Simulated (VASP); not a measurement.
Write the native input for VASP 6.6.1 that does the following.

* Task: single point
* Functional: PBE
* Potentials or basis: VASP PAW PBE potentials, release 64 (V_sv, O)
* Cutoff: 600 eV
* k mesh: 6 × 6 × 10
* Occupations: gaussian, width 0.02 eV
* Spin: collinear spin, ferromagnetic start
* Starting moments: [-0.86, -0.86, 0.0, 0.0, 0.0, 0.0] μB
* Hubbard terms: V d U = 3.25 eV
* Dipole correction: no
* Further INCAR settings: ALGO = Normal; EDIFF = 1e-06; NBANDS = 38

The structure of VO2 lies in POSCAR:

```
VO2
1.0
    4.2368627753      0.0000000000      0.0000000000
    0.0000000000      4.2368627753      0.0000000000
    0.0000000000      0.0000000000      2.9051910780
V O
2 4
Direct
    0.0000000000      0.0000000000      0.0000000000
    0.5000000000      0.5000000000      0.5000000000
    0.2993213241      0.2993213241      0.0000000000
    0.7006786759      0.7006786759      0.0000000000
    0.7993213241      0.2006786759      0.5000000000
    0.2006786759      0.7993213241      0.5000000000
```

These files were run (other wordings do the same):

INCAR

```
PREC = Accurate
ENCUT = 600
EDIFF = 1E-6
ISMEAR = 0
SIGMA = 0.02
LREAL = False
LASPH = True
NELM = 200
ALGO = Normal
ISIF = 2
LWAVE = False
LCHARG = False
ISPIN = 2
MAGMOM = -0.86 -0.86 0 0 0 0
LORBIT = 11
LMAXMIX = 4
LDAU = True
LDAUTYPE = 2
LDAUL = 2 -1
LDAUU = 3.25 0
LDAUJ = 0 0
LDAUPRINT = 1
GGA = PE
NBANDS = 38
GGA_COMPAT = False
```

KPOINTS

```
Automatic mesh
0
Gamma
  6 6 10
```

Potentials or basis: VASP PAW PBE potentials, release 64 (V_sv, O).

Command:

```sh
$ cat potpaw_PBE.64/V_sv/POTCAR potpaw_PBE.64/O/POTCAR > POTCAR
$ mpirun -np 1 vasp_std > vasp.out
```

It gave:

- Pressure: 55.1 GPa
- Largest force: 0.087 eV/Å
- Band gap on the k mesh: 0.92 eV (least direct gap 1.19 eV)
- Net moment: -2.00 μB per cell
- Site moments: V -1.03; O +0.03 μB
- Valence electrons inside the program's atomic spheres: V 11.77; O 5.17

Caveat: the cell stands under pressure.

It took 99 s on 1 thread of Intel(R) Xeon(R) 6975P-C (Granite Rapids), with other jobs on the host, peak memory 0.33 GiB.
